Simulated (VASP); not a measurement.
# KF (I4/mmm) in VASP: settings compared, part 2 of 2

VASP 6.6.1. The steps go on from the part before.

## (3) Single point, r2SCAN (uniaxial x strain +2.6%)

POSCAR reads:

```
KF
1.0
    0.0000000000      2.6589605792      2.6589605792
    2.7294230346      0.0000000000      2.6589605792
    2.7294230346      2.6589605792      0.0000000000
K F
1 1
Direct
    0.0000000000      0.0000000000      0.0000000000
    0.5000000000      0.5000000000      0.5000000000
```

INCAR.step1 reads:

```
SYSTEM = KF
  PREC = Accurate
  ENCUT = 520
  ISMEAR = 0
  SIGMA = 0.01
  LREAL = .False.
  LASPH = .True.
  NELM = 80
  NBANDS = 15
  GGA = PE
  ALGO = Normal
  EDIFF = 1E-4
  LWAVE = .True.
  LCHARG = .False.
```

INCAR.step2 reads:

```
SYSTEM = KF
  PREC = Accurate
  ENCUT = 520
  EDIFF = 1E-7
  ISMEAR = 0
  SIGMA = 0.01
  LREAL = .False.
  LASPH = .True.
  NELM = 80
  ALGO = Normal
  ISIF = 2
  LWAVE = .False.
  LCHARG = .True.
  METAGGA = R2SCAN
  LMIXTAU = .True.
  LELF = .True.
  LVHAR = .True.
  NBANDS = 15
  ISTART = 1
```

KPOINTS reads:

```
regular mesh
0
Gamma
  8 8 8
  0 0 0
```

Potentials or basis: VASP PAW PBE potentials, release 64 (K_sv, F).

Started as:

```bash
cat potpaw_PBE.64/K_sv/POTCAR potpaw_PBE.64/F/POTCAR > POTCAR
cp INCAR.step1 INCAR
mpirun -np 1 vasp_std > vasp.out
cp INCAR.step2 INCAR
mpirun -np 1 vasp_std > vasp.out
```

OUTCAR:

```text
SYSTEM = KF
   PREC = Accurate
   ENCUT = 520
   EDIFF = 1E-7
   ISMEAR = 0
   LREAL = .False.
   LASPH = .True.
   NELM = 80
   ISIF = 2
   METAGGA = R2SCAN
   ISTART = 1

 ion  position               nearest neighbor table
   1  0.000  0.000  0.000-   2 2.66   2 2.66   2 2.66   2 2.66   2 2.73   2 2.73
   2  0.500  0.500  0.500-   1 2.66   1 2.66   1 2.66   1 2.66   1 2.73   1 2.73

  LATTYP: Found a body centered tetragonal cell.
 ALAT       =     3.7603381129
 C/A-ratio  =     1.4516902218

  Lattice vectors:

 A1 = (   2.7294230346,   0.0000000000,   2.6589605792)
 A2 = (   2.7294230346,   0.0000000000,  -2.6589605792)
 A3 = (  -2.7294230346,   2.6589605792,   0.0000000000)

Analysis of symmetry for initial positions (statically):
=====================================================================
 Subroutine PRICEL returns:
 Original cell was already a primitive cell.

 Routine SETGRP: Setting up the symmetry group for a
 body centered tetragonal supercell.

 Subroutine GETGRP returns: Found 16 space group operations
 (whereof 16 operations were pure point group operations)
 out of a pool of 16 trial point group operations.

The static configuration has the point symmetry D_4h.

Analysis of symmetry for dynamics (positions and initial velocities):
=====================================================================
 Subroutine PRICEL returns:
 Original cell was already a primitive cell.

 Routine SETGRP: Setting up the symmetry group for a
 body centered tetragonal supercell.

 Subroutine GETGRP returns: Found 16 space group operations
 (whereof 16 operations were pure point group operations)
 out of a pool of 16 trial point group operations.

The dynamic configuration has the point symmetry D_4h.

 Subroutine INISYM returns: Found 16 space group operations
 (whereof 16 operations are pure point group operations),
 and found     1 'primitive' translations

----------------------------------------------------------------------------------------

                                     Primitive cell

  volume of cell :      38.5944

  direct lattice vectors                    reciprocal lattice vectors
     0.000000000  2.658960579  2.658960579    -0.183188899  0.188043405  0.188043405
     2.729423035  0.000000000  2.658960579     0.183188899 -0.188043405  0.188043405
     2.729423035  2.658960579  0.000000000     0.183188899  0.188043405 -0.188043405

  length of vectors
     3.760338113  3.810488350  3.810488350     0.322922307  0.322922307  0.322922307

  position of ions in fractional coordinates (direct lattice)
     0.000000000  0.000000000  0.000000000
     0.500000000  0.500000000  0.500000000

  ion indices of the primitive-cell ions
   primitive index   ion index
                 1           1
                 2           2

----------------------------------------------------------------------------------------

 KPOINTS: regular mesh

Automatic generation of k-mesh.
 Grid dimensions read from file:
 generate k-points for:    8    8    8

 Generating k-lattice:
[... 24 lines left out ...]
  0.125000  0.125000  0.000000      4.000000
[... 16 lines left out ...]
  0.250000  0.125000  0.125000      4.000000
  0.375000  0.125000  0.125000      8.000000
 [... further k-points ...]
   k-points           NKPTS =     59   k-points in BZ     NKDIM =     59   number of bands    NBANDS=     15
   number of dos      NEDOS =    301   number of ions     NIONS =      2
   total plane-waves  NPLWV =  21952
   dimension x,y,z NGX =    28 NGY =   28 NGZ =   28
   dimension x,y,z NGXF=    56 NGYF=   56 NGZF=   56
   ions per type =               1   1
   NGX,Y,Z   is equivalent  to a cutoff of  12.38, 12.22, 12.22 a.u.
   NGXF,Y,Z  is equivalent  to a cutoff of  24.76, 24.43, 24.43 a.u.
 SYSTEM =  KF
   PREC   = accura    normal or accurate (medium, high low for compatibility)
   ISTART =      1    job   : 0-new  1-cont  2-samecut
   ICHARG =      0    charge: 1-file 2-atom 10-const
   ISPIN  =      1    spin polarized calculation?
   LNONCOLLINEAR =      F non collinear calculations
   LSORBIT =      F    spin-orbit coupling
   LASPH  =      T    aspherical Exc in radial PAW
   ENCUT  =  520.0 eV  38.22 Ry    6.18 a.u.   6.99  7.08  7.08*2*pi/ulx,y,z
   NELM   =     80;   NELMIN=  2; NELMDL=  0     # of ELM steps
   EDIFF  = 0.1E-06   stopping-criterion for ELM
   LREAL  =      F    real-space projection
   EDIFFG = 0.1E-05   stopping-criterion for IOM
   NSW    =      0    number of steps for IOM
   IBRION =     -1    ionic relax: 0-MD 1-quasi-New 2-CG
   NFREE  =      0    steps in history (QN), initial steepest desc. (CG)
   ISIF   =      2    stress and relaxation
   ISYM   =      2    0-nonsym 1-usesym 2-fastsym
   POTIM  = 0.5000    time-step for ionic-motion
   TEBEG  =    0.0;   TEEND  =   0.0 temperature during run
   PSTRESS=    0.0 pullay stress
   NELECT =      16.0000    total number of electrons
   NUPDOWN=      -1.0000    fix difference up-down
   EMIN   =  10.00;   EMAX   =-10.00  energy-range for DOS
   EFERMI =   0.00;   METHOD = LEGACY
   ISMEAR =     0;   SIGMA  =   0.01  broadening in eV -4-tet -1-fermi 0-gaus
   EFERMI_NEDOS =   21; number of points for ismear=-14 and -15
   IALGO  =     38    algorithm
   IMIX   =      4    mixing-type and parameters
     AMIX     =   0.40;   BMIX     =  1.00
     AMIX_MAG =   1.60;   BMIX_MAG =  1.00
  volume/ion in A,a.u.               =      19.30       130.22
  Fermi-wavevector in a.u.,A,eV,Ry     =   1.220693  2.306776 20.273939  1.490092
  Thomas-Fermi vector in A             =   2.355902
   LORBIT       =      0    0 simple, 1 ext, 2 COOP (PROOUT), +10 PAW based schemes
   METAGGA = R2SCAN    functional components
   LHFCALC =     F    Hartree Fock is set to
   AEXX    =    0.0000 exact exchange contribution
   IVDW    =     0    specifies the selected vdW correction
   LEPSILON=     F    determine dielectric tensor
   LRPA    =     F    only Hartree local field effects (RPA)
 non-spin polarized calculation
 Gauss-broadening in eV      SIGMA  =   0.01
  energy-cutoff  :      520.00
  volume of cell :       38.59
 maximum number of plane-waves:      1054
   NGX = 13   NGY = 15   NGZ = 15

 number of electron      15.9999998 magnetization

 Free energy of the ion-electron system (eV)
  ---------------------------------------------------
  ext. energy  EPLUGINS =         0.00000000
  ---------------------------------------------------
  free energy    TOTEN  =       -14.96840355 eV

  energy without entropy =      -14.96840355  energy(sigma->0) =      -14.96840355

 E-fermi :  -3.2094     XC(G=0):  -8.8391

 val. band max:       -3.3666459634   @ k =   0.0000   0.0000   0.0000
 cond. band min:       3.3846688689   @ k =   0.0000   0.0000   0.0000
 fundamental gap:      6.7513148323
 Fermi energy:        -3.2093992666

 k-point     1 :       0.0000    0.0000    0.0000
  band No.  band energies     occupation
      1     -30.5338      2.00000
      2     -23.1638      2.00000
      3     -13.0363      2.00000
      4     -13.0239      2.00000
      5     -13.0239      2.00000
      6      -3.4028      2.00000
      7      -3.3667      2.00000
      8      -3.3666      2.00000
      9       3.3847      0.00000
     10       7.9451      0.00000
     11       8.0963      0.00000
     12       8.0963      0.00000
     13       9.7615      0.00000
     14      10.0214      0.00000
[... 401 lines left out ...]
      2     -23.2192      2.00000
      3     -13.1999      2.00000
      4     -13.1243      2.00000
      5     -13.0233      2.00000
      6      -3.9208      2.00000
      7      -3.6450      2.00000
      8      -3.5264      2.00000
      9       5.5055      0.00000
     10       7.0772      0.00000
     11       9.1224      0.00000
     12       9.1273      0.00000
     13      10.7684      0.00000
     14      10.9753      0.00000
     15      15.6790      0.00000

 [... further k-points ...]

------------------------ aborting loop because EDIFF is reached ----------------------------------------

  FORCE on cell =-STRESS in cart. coord.  units (eV):
  Direction    XX          YY          ZZ          XY          YZ          ZX
  --------------------------------------------------------------------------------------
  -------------------------------------------------------------------------------------
  Total       -0.4272376     -0.0937694     -0.0937694     -0.0000000      0.0000000      0.0000000
  in kB      -17.7359871     -3.8926669     -3.8926669     -0.0000000      0.0000000      0.0000000
  external PRESSURE =      -8.5071069 kB  Pullay stress =       0.0000000 kB

 VOLUME and BASIS-vectors are now :
 -----------------------------------------------------------------------------
  energy-cutoff  :      520.00
  volume of cell :       38.59
      direct lattice vectors                 reciprocal lattice vectors
     0.000000000  2.658960579  2.658960579    -0.183188899  0.188043405  0.188043405
     2.729423035  0.000000000  2.658960579     0.183188899 -0.188043405  0.188043405
     2.729423035  2.658960579  0.000000000     0.183188899  0.188043405 -0.188043405

 POSITION                                       TOTAL-FORCE (eV/Angst)
 -----------------------------------------------------------------------------------
      0.00000      0.00000      0.00000         0.000000     -0.000000     -0.000000
      2.72942      2.65896      2.65896        -0.000000      0.000000      0.000000
 -----------------------------------------------------------------------------------
    total drift:                                0.000000      0.000000      0.000000

  FREE ENERGIE OF THE ION-ELECTRON SYSTEM (eV)
  ---------------------------------------------------
  free  energy   TOTEN  =       -14.9684035535 eV

  energy  without entropy=      -14.9684035535  energy(sigma->0) =      -14.96840355
```

It took 1.7 min on 1 thread of Intel Xeon Platinum 8375C at 2.90GHz (Ice Lake), shared host; peak memory 0.18 GiB.

What came out:

```
Free energy            : -14.9684 eV
Pressure               : -0.9 GPa
Band gap on the k mesh : 6.75 eV, direct
```

Stress tensor (GPa, compression positive):
```
-1.77  0.00  0.00
 0.00 -0.39  0.00
 0.00  0.00 -0.39
```

Caveat: the cell differs from its parent crystal (uniaxial x strain +2.6%); the PAW data sets were made with another functional, which shifts forces and pressure a little. A k mesh can miss the band edges.
